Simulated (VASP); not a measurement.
Set up this calculation in VASP 6.6.1, as the native input.

- Task: single point
- Functional: LDA
- Potentials or basis: VASP PAW LDA potentials, release 64 (In_d, Rh_pv)
- Cutoff: 520 eV
- k mesh: 14 × 14 × 14
- Occupations: gaussian, width 0.1 eV
- Spin: no spin polarisation
- Dipole correction: no
- Further INCAR settings: ALGO = Normal; EDIFF = 1e-07; NBANDS = 21

The structure of InRh lies in POSCAR:

```
InRh
1.0
    3.1605285806      0.0000000000      0.0000000000
    0.0000000000      3.1605285806      0.0000000000
    0.0000000000      0.0000000000      3.1605285806
In Rh
1 1
Direct
    0.5000000000      0.5000000000      0.5000000000
    0.0000000000      0.0000000000      0.0000000000
```

These files were run (other wordings do the same):

INCAR

```
SYSTEM = InRh
PREC = Accurate
ENCUT = 520
EDIFF = 1E-7
ISMEAR = 0
SIGMA = 0.1
LREAL = .False.
LASPH = .True.
NELM = 100
ALGO = Normal
ISIF = 2
LWAVE = .False.
LCHARG = .False.
GGA = CA
NBANDS = 21
```

KPOINTS

```
regular mesh
0
Gamma
  14 14 14
  0 0 0
```

Potentials or basis: VASP PAW LDA potentials, release 64 (In_d, Rh_pv).

Run with:

```sh
$ cat potpaw_LDA.64/In_d/POTCAR potpaw_LDA.64/Rh_pv/POTCAR > POTCAR
$ mpirun -np 1 vasp_std > vasp.out
```

Results of the run:

```json
{
  "Pressure": "0.7 GPa",
  "Band gap on the k mesh": "zero (band 14 reaches 13.48 eV, above the bottom of band 15 at 11.37 eV)"
}
```

Caveat: spin-orbit coupling is left out, which moves the levels of the heavy elements.

Run time: 42 s on 1 thread of Intel(R) Xeon(R) Platinum 8259CL CPU @ 2.50GHz (Skylake/Cascade Lake), with other jobs on the host, peak memory 0.19 GiB.
